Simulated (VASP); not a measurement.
# HfOs (Pm-3m) in VASP: a series of runs

The runs below take HfOs through single point, relaxation of cell and atoms, with LDA.

All numbers are computed with VASP 6.6.1; they aren't measurements. Logs are shortened: lines on timing, memory, paths and dates and some standing lists are left out, and cuts for length are marked.

### Step 1. The cell of the first run

Symmetry: Pm-3m, No. 221, cubic system. The conventional cell has a = 3.202 Å, b = 3.202 Å, c = 3.202 Å, α = 90.00°, β = 90.00°, γ = 90.00°. Hf (site symmetry m-3m) has 8 Os at 2.77 Å and 6 Hf at 3.20 Å within 3.7 Å. Within 3.7 Å of Os (site symmetry m-3m) lie 8 Hf at 2.77 Å and 6 Os at 3.20 Å.

### Step 2. Single point, LDA

Input file INCAR:

```
SYSTEM = HfOs
ALGO     = Normal         ! electronic algorithm
EDIFF    = 1E-6           ! SCF threshold, eV
ENCUT    = 600            ! plane-wave cutoff, eV
GGA      = CA             ! functional
GGA_COMPAT= .FALSE.      
ISIF     = 2              ! what is computed and relaxed
ISMEAR   = -1             ! smearing method
LASPH    = .TRUE.         ! aspherical terms in the spheres
LCHARG   = .FALSE.        ! write CHGCAR
LREAL    = .FALSE.        ! projectors in reciprocal space
LWAVE    = .FALSE.        ! write WAVECAR
NBANDS   = 16             ! bands
NELM     = 120            ! most SCF steps
PREC     = Accurate       ! precision mode
SIGMA    = 0.15           ! smearing width, eV
```

Input file KPOINTS:

```
k-points
0
G
  7 7 7
  0 0 0
```

Input file POSCAR:

```
HfOs
1.0
    3.2018945825      0.0000000000      0.0000000000
    0.0000000000      3.2018945825      0.0000000000
    0.0000000000      0.0000000000      3.2018945825
Hf Os
1 1
Direct
    0.0000000000      0.0000000000      0.0000000000
    0.5000000000      0.5000000000      0.5000000000
```

Potentials or basis: VASP PAW LDA potentials, release 64 (Hf_pv, Os).

Started as:

```
$ cat potpaw_LDA.64/Hf_pv/POTCAR potpaw_LDA.64/Os/POTCAR > POTCAR
$ mpirun -np 1 vasp_std > vasp.out
```

OUTCAR:

```text
SYSTEM = HfOs
   EDIFF = 1E-6
   ENCUT = 600
   GGA = CA
   ISIF = 2
   ISMEAR = -1
   LASPH = .TRUE.
   LREAL = .FALSE.
   NELM = 120
   PREC = Accurate

 ion  position               nearest neighbor table
   1  0.000  0.000  0.000-   2 2.77   2 2.77   2 2.77   2 2.77   2 2.77   2 2.77   2 2.77   2 2.77

   2  0.500  0.500  0.500-   1 2.77   1 2.77   1 2.77   1 2.77   1 2.77   1 2.77   1 2.77   1 2.77

  LATTYP: Found a simple cubic cell.
 ALAT       =     3.2018945825

  Lattice vectors:

 A1 = (   3.2018945825,   0.0000000000,   0.0000000000)
 A2 = (   0.0000000000,   3.2018945825,   0.0000000000)
 A3 = (   0.0000000000,   0.0000000000,   3.2018945825)

Analysis of symmetry for initial positions (statically):
=====================================================================
 Subroutine PRICEL returns:
 Original cell was already a primitive cell.

 Routine SETGRP: Setting up the symmetry group for a
 simple cubic supercell.

 Subroutine GETGRP returns: Found 48 space group operations
 (whereof 48 operations were pure point group operations)
 out of a pool of 48 trial point group operations.

The static configuration has the point symmetry O_h .

Analysis of symmetry for dynamics (positions and initial velocities):
=====================================================================
 Subroutine PRICEL returns:
 Original cell was already a primitive cell.

 Routine SETGRP: Setting up the symmetry group for a
 simple cubic supercell.

 Subroutine GETGRP returns: Found 48 space group operations
 (whereof 48 operations were pure point group operations)
 out of a pool of 48 trial point group operations.

The dynamic configuration has the point symmetry O_h .

 Subroutine INISYM returns: Found 48 space group operations
 (whereof 48 operations are pure point group operations),
 and found     1 'primitive' translations

----------------------------------------------------------------------------------------

                                     Primitive cell

  volume of cell :      32.8262

  direct lattice vectors                    reciprocal lattice vectors
     3.201894583  0.000000000  0.000000000     0.312315092  0.000000000  0.000000000
     0.000000000  3.201894583  0.000000000     0.000000000  0.312315092  0.000000000
     0.000000000  0.000000000  3.201894583     0.000000000  0.000000000  0.312315092

  length of vectors
[... 76 lines left out ...]
   NELM   =    120;   NELMIN=  2; NELMDL= -5     # of ELM steps
   EDIFF  = 0.1E-05   stopping-criterion for ELM
   LREAL  =      F    real-space projection
   EDIFFG = 0.1E-04   stopping-criterion for IOM
   NSW    =      0    number of steps for IOM
   IBRION =     -1    ionic relax: 0-MD 1-quasi-New 2-CG
   NFREE  =      0    steps in history (QN), initial steepest desc. (CG)
   ISIF   =      2    stress and relaxation
   ISYM   =      2    0-nonsym 1-usesym 2-fastsym
   POTIM  = 0.5000    time-step for ionic-motion
   TEBEG  =    0.0;   TEEND  =   0.0 temperature during run
   PSTRESS=    0.0 pullay stress
   NELECT =      18.0000    total number of electrons
   NUPDOWN=      -1.0000    fix difference up-down
   EMIN   =  10.00;   EMAX   =-10.00  energy-range for DOS
   EFERMI =   0.00;   METHOD = LEGACY
   ISMEAR =    -1;   SIGMA  =   0.15  broadening in eV -4-tet -1-fermi 0-gaus
   EFERMI_NEDOS =   21; number of points for ismear=-14 and -15
   IALGO  =     38    algorithm
   IMIX   =      4    mixing-type and parameters
     AMIX     =   0.40;   BMIX     =  1.00
     AMIX_MAG =   1.60;   BMIX_MAG =  1.00
  volume/ion in A,a.u.               =      16.41       110.76
  Fermi-wavevector in a.u.,A,eV,Ry     =   1.339960  2.532158 24.429178  1.795494
  Thomas-Fermi vector in A             =   2.468311
   LORBIT       =      0    0 simple, 1 ext, 2 COOP (PROOUT), +10 PAW based schemes
   GGA     = CA    functional components
   LHFCALC =     F    Hartree Fock is set to
   AEXX    =    0.0000 exact exchange contribution
   IVDW    =     0    specifies the selected vdW correction
   LEPSILON=     F    determine dielectric tensor
   LRPA    =     F    only Hartree local field effects (RPA)
 non-spin polarized calculation
  energy-cutoff  :      600.00
  volume of cell :       32.83
 maximum number of plane-waves:      1105
 NGX is ok and might be reduce to    28
   NGX = 13   NGY = 13   NGZ = 13

 number of electron      18.0000000 magnetization

 Free energy of the ion-electron system (eV)
  ---------------------------------------------------
  ext. energy  EPLUGINS =         0.00000000
  ---------------------------------------------------
  free energy    TOTEN  =       -24.80026442 eV

  energy without entropy =      -24.77180968  energy(sigma->0) =      -24.78603705

 E-fermi :   7.2141     XC(G=0): -13.1104

 val. band max:        7.1854872954   @ k =   0.4286   0.4286   0.0000
 cond. band min:       7.5251939991   @ k =   0.4286   0.1429   0.0000
 fundamental gap:      0.3397067037
 Fermi energy:         7.2140515636

 k-point     1 :       0.0000    0.0000    0.0000
  band No.  band energies     occupation
      1     -22.7670      2.00000
      2     -22.7670      2.00000
      3     -22.7670      2.00000
      4      -1.7485      2.00000
      5       1.8044      2.00000
      6       1.8044      2.00000
[... 357 lines left out ...]
      3     -23.1066      2.00000
      4       3.6566      2.00000
      5       4.0997      2.00000
      6       4.0997      2.00000
[... 8 lines left out ...]
     15      16.3019      0.00000
     16      18.3285      0.00000

------------------------ aborting loop because EDIFF is reached ----------------------------------------

  FORCE on cell =-STRESS in cart. coord.  units (eV):
  Direction    XX          YY          ZZ          XY          YZ          ZX
  --------------------------------------------------------------------------------------
  -------------------------------------------------------------------------------------
  Total       -0.0326153     -0.0326153     -0.0326153     -0.0000000     -0.0000000      0.0000000
  in kB       -1.5918825     -1.5918825     -1.5918825     -0.0000000     -0.0000000      0.0000000
  external PRESSURE =      -1.5918825 kB  Pullay stress =       0.0000000 kB

 VOLUME and BASIS-vectors are now :
 -----------------------------------------------------------------------------
  energy-cutoff  :      600.00
  volume of cell :       32.83
      direct lattice vectors                 reciprocal lattice vectors
     3.201894583  0.000000000  0.000000000     0.312315092  0.000000000  0.000000000
     0.000000000  3.201894583  0.000000000     0.000000000  0.312315092  0.000000000
     0.000000000  0.000000000  3.201894583     0.000000000  0.000000000  0.312315092

 POSITION                                       TOTAL-FORCE (eV/Angst)
 -----------------------------------------------------------------------------------
      0.00000      0.00000      0.00000         0.000000      0.000000      0.000000
      1.60095      1.60095      1.60095         0.000000      0.000000      0.000000
 -----------------------------------------------------------------------------------
    total drift:                               -0.000000      0.000000      0.000000

  FREE ENERGIE OF THE ION-ELECTRON SYSTEM (eV)
  ---------------------------------------------------
  free  energy   TOTEN  =       -24.8002644195 eV

  energy  without entropy=      -24.7718096843  energy(sigma->0) =      -24.78603705
```

OSZICAR:

```text
N       E                     dE             d eps       ncg     rms          rms(c)
DAV:   1     0.759213807897E+02    0.75921E+02   -0.99885E+03   640   0.121E+03
DAV:   2    -0.221247834772E+02   -0.98046E+02   -0.89857E+02   736   0.301E+02
DAV:   3    -0.257654093822E+02   -0.36406E+01   -0.35566E+01   808   0.433E+01
DAV:   4    -0.258036626360E+02   -0.38253E-01   -0.38167E-01   792   0.480E+00
DAV:   5    -0.258041047197E+02   -0.44208E-03   -0.44205E-03   824   0.441E-01    0.739E+01
DAV:   6    -0.250737065617E+02    0.73040E+00   -0.10121E+00   824   0.702E+00    0.393E+01
DAV:   7    -0.249213884176E+02    0.15232E+00   -0.95395E-01   800   0.661E+00    0.138E+01
DAV:   8    -0.248048512403E+02    0.11654E+00   -0.38903E-01   840   0.473E+00    0.209E+00
DAV:   9    -0.248003500772E+02    0.45012E-02   -0.31215E-02   752   0.138E+00    0.113E+00
DAV:  10    -0.248002673137E+02    0.82764E-04   -0.49677E-04   848   0.171E-01    0.106E-01
DAV:  11    -0.248002662193E+02    0.10944E-05   -0.17194E-05   744   0.377E-02    0.128E-01
DAV:  12    -0.248002644537E+02    0.17656E-05   -0.37336E-06   888   0.141E-02    0.821E-03
DAV:  13    -0.248002644195E+02    0.34145E-07   -0.57643E-07   456   0.603E-03
   1 F= -.24800264E+02 E0= -.24786037E+02  d E =-.284547E-01
```

It took 23 s on 1 thread of Intel Xeon 8259CL, shared host; peak memory 0.15 GiB.

What came out:

| Property | Result |
| --- | --- |
| Free energy | -24.8003 eV |
| Pressure | -0.2 GPa |
| Band gap on the k mesh | zero (bands 9 and 10 overlap by 0.54 eV) |

Caveat: spin-orbit coupling is left out, which moves the levels of the heavy elements.

### Step 3. Relaxation of cell and atoms, LDA

This run uses another cell than the first one, of 16.99 Å³/atom.

Input file INCAR:

```
ALGO = Normal ; EDIFF = 1E-7
EDIFFG = -0.02 ; ENCUT = 600
GGA = CA ; GGA_COMPAT = F
IBRION = 2 ; ISIF = 3
ISMEAR = -1 ; LASPH = T
LCHARG = F ; LREAL = F
LWAVE = F ; NELM = 120
NELMIN = 4 ; NSW = 80
PREC = Accurate ; SIGMA = 0.15
```

Input file KPOINTS:

```
k-points
0
Gamma
  7 7 7
```

Input file POSCAR:

```
HfOs
1.0
    3.2390000000      0.0000000000      0.0000000000
    0.0000000000      3.2390000000      0.0000000000
    0.0000000000      0.0000000000      3.2390000000
Hf Os
1 1
Direct
    0.0000000000      0.0000000000      0.0000000000
    0.5000000000      0.5000000000      0.5000000000
```

Potentials or basis: VASP PAW LDA potentials, release 64 (Hf_pv, Os).

Started as:

```
$ cat potpaw_LDA.64/Hf_pv/POTCAR potpaw_LDA.64/Os/POTCAR > POTCAR
$ mpirun -np 1 vasp_std > vasp.out
```

OUTCAR:

```text
EDIFF = 1E-7
   EDIFFG = -0.02
   ENCUT = 600
   GGA = CA
   IBRION = 2
   ISIF = 3
   ISMEAR = -1
   LASPH = T
   LREAL = F
   NELM = 120
   NELMIN = 4
   NSW = 80
   PREC = Accurate

 ion  position               nearest neighbor table
   1  0.000  0.000  0.000-   2 2.81   2 2.81   2 2.81   2 2.81   2 2.81   2 2.81   2 2.81   2 2.81

   2  0.500  0.500  0.500-   1 2.81   1 2.81   1 2.81   1 2.81   1 2.81   1 2.81   1 2.81   1 2.81

  LATTYP: Found a simple cubic cell.
 ALAT       =     3.2390000000

  Lattice vectors:

 A1 = (   3.2390000000,   0.0000000000,   0.0000000000)
 A2 = (   0.0000000000,   3.2390000000,   0.0000000000)
 A3 = (   0.0000000000,   0.0000000000,   3.2390000000)

Analysis of symmetry for initial positions (statically):
=====================================================================
[... 176 lines left out ...]
  Total       -1.7866869     -1.7866869     -1.7866869     -0.0000000     -0.0000000      0.0000000
  in kB      -84.2415208    -84.2415208    -84.2415208     -0.0000000     -0.0000000      0.0000000
  external PRESSURE =     -84.2415208 kB  Pullay stress =       0.0000000 kB
[... 95 lines left out ...]
--------------------------------------- Ionic step        4  -------------------------------------------

 number of electron      18.0000000 magnetization

 Free energy of the ion-electron system (eV)
  ---------------------------------------------------
  ext. energy  EPLUGINS =         0.00000000
  ---------------------------------------------------
  free energy    TOTEN  =       -24.80054471 eV

  energy without entropy =      -24.77206407  energy(sigma->0) =      -24.78630439

 E-fermi :   7.2186     XC(G=0): -13.1126

 val. band max:        7.1905663101   @ k =   0.4286   0.4286   0.0000
 cond. band min:       7.5290396540   @ k =   0.4286   0.1429   0.0000
 fundamental gap:      0.3384733439
 Fermi energy:         7.2186499263

 k-point     1 :       0.0000    0.0000    0.0000
  band No.  band energies     occupation
      1     -22.7615      2.00000
      2     -22.7615      2.00000
      3     -22.7615      2.00000
      4      -1.7466      2.00000
      5       1.8056      2.00000
      6       1.8056      2.00000
      7       5.7385      1.99990
      8       5.7385      1.99990
      9       5.7385      1.99990
     10       9.8990      0.00000
     11       9.8990      0.00000
     12      13.6202      0.00000
     13      13.6202      0.00000
[... 331 lines left out ...]
  FREE ENERGIE OF THE ION-ELECTRON SYSTEM (eV)
  ---------------------------------------------------
  free  energy   TOTEN  =       -24.8005447107 eV

  energy  without entropy=      -24.7720640664  energy(sigma->0) =      -24.78630439

 reached required accuracy - stopping structural energy minimisation
```

CONTCAR:

```text
HfOs
   1.00000000000000
     3.2014503219878834   -0.0000000000000000    0.0000000000000000
    -0.0000000000000000    3.2014503219878834    0.0000000000000000
    -0.0000000000000000   -0.0000000000000000    3.2014503219878834
  Hf              Os
     1     1
Direct
     0.0000000000000000    0.0000000000000000    0.0000000000000000
     0.5000000000000000    0.5000000000000000    0.5000000000000000

  0.00000000E+00  0.00000000E+00  0.00000000E+00
  0.00000000E+00  0.00000000E+00  0.00000000E+00
```

Run time: 65 s. Hardware: 1 thread of Intel Xeon 8259CL, shared host; peak memory 0.15 GiB.

What came out:

```yaml
Free_energy: -24.8005 eV
Relaxed_volume: 16.41 Å³/atom
Relaxed_cell: a = 3.201 Å, b = 3.201 Å, c = 3.201 Å, α = 90.00°, β = 90.00°, γ = 90.00°
Space_group_after_relaxing_to_0.1_Å: Pm-3m (No. 221)
Energy_gained_by_relaxing: 15.9 meV/atom
Ionic_steps: 4
Pressure_after_relaxing: -0.1 GPa
Band_gap_on_the_k_mesh: zero (bands 9 and 10 overlap by 0.54 eV)
```

Step by step:
| step | energy change (eV) | largest force (eV/Å) | pressure (GPa) | volume (Å³) |
| --- | --- | --- | --- | --- |
| 1 | 0.0000 | 0.0000 | -8.42 | 33.98 |
| 2 | 0.2356 | 0.0000 | 30.69 | 29.77 |
| 3 | -0.0317 | 0.0000 | -0.36 | 32.85 |
| 4 | -0.0318 | 0.0000 | -0.05 | 32.81 |

Final structure:
```
Hf Os
1.0
     3.20145    0.00000    0.00000
     0.00000    3.20145    0.00000
     0.00000    0.00000    3.20145
Hf Os
1 1
Cartesian
  0.0000 0.0000 0.0000
  1.6007 1.6007 1.6007
```

Caveat: spin-orbit coupling is left out, which moves the levels of the heavy elements. Zero-point motion and thermal expansion aren't in these numbers.

The gap in the log of VASP goes by the Fermi energy; the results here count the filled bands.